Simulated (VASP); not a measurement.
Si2Ni: single point with PBE

Crystal: Si2Ni.

```
Ni Si
1.0
     0.00000    2.70300    2.70300
     2.70300    0.00000    2.70300
     2.70300    2.70300    0.00000
Ni Si
1 2
Direct
  0.00000 0.00000 0.00000
  0.75000 0.75000 0.75000
  0.25000 0.25000 0.25000
```

| Property | Result |
| --- | --- |
| Program | VASP 6.6.1 |
| Task | single point |
| Functional | PBE |
| Potentials or basis | VASP PAW PBE potentials, release 64 (Ni, Si) |
| Cutoff | 520 eV |
| k mesh | 9 × 9 × 9 |
| Occupations | gaussian, width 0.025 eV |
| Spin | collinear spin, ferromagnetic start |
| Starting moments | [1.0, 0.0, 0.0] μB |
| Dipole correction | no |
| Further INCAR settings | ALGO = Normal; EDIFF = 1e-07; NBANDS = 20 |

```json
{"Pressure": "3.9 GPa", "Band gap on the k mesh": "zero (filled and empty bands overlap)", "Net moment": "0.00 μB per cell", "Valence electrons inside the program's atomic spheres": "Ni 9.81; Si 1.59"}
```

Levels at points of the mesh, in eV from the Fermi level:
Spin up:
```
           k point  band 5  band 6  band 7  band 8  band 9  band 10  band 11  band 12  band 13  band 14
(0.00, 0.00, 0.00)   -3.57   -3.57   -0.36    1.64    1.64     1.64     2.22     2.22     2.22     4.66
```
Spin down:
```tsv
k point	band 6	band 7	band 8	band 9	band 10	band 11	band 12	band 13
(0.00, 0.00, 0.00)	-3.57	-0.36	1.64	1.64	1.64	2.22	2.22	2.22
```

Run time: 30 s on 1 thread of AMD EPYC 9R45 96-Core Processor (Zen 5), with other jobs on the host, peak memory 0.16 GiB.

Caveat: the cell stands under pressure.
